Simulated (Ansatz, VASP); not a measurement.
# Sc: VASP beside Ansatz

```
CELL_PARAMETERS angstrom
-1.91721 1.91721 1.71760
1.91721 -1.91721 1.71760
1.91721 1.91721 -1.71760
ATOMIC_POSITIONS crystal
Sc 0.00000 0.00000 0.00000
```

Alike in both runs: functional r2SCAN; k mesh 10 × 10 × 10; occupations fermi-dirac, width 0.1 eV; no spin polarisation.

|  | VASP | Ansatz |
| --- | --- | --- |
| version | VASP 6.6.1 | Ansatz 0.2.0 |
| potentials or method | VASP PAW PBE potentials, release 64 (Sc_sv) | Ansatz PAW |
| plane-wave cutoff (eV) | 520 | 500 |
| valence electrons in the cell | 11 | 11 |
| task | single point | atomic charges |

VASP gave:

* gap on the k mesh at the Fermi level (eV): none
* pressure (GPa): 0.0
* traceless stress, the component that is largest in VASP (GPa): 1.94

What did Ansatz give for the same quantities?

gap on the k mesh at the Fermi level (eV): none; pressure (GPa): -0.2; traceless stress, the component that is largest in VASP (GPa): 1.94.

VASP's potentials were made for PBE, not for r2SCAN. A gap of «none» marks a metal or a gap that the smearing closes.
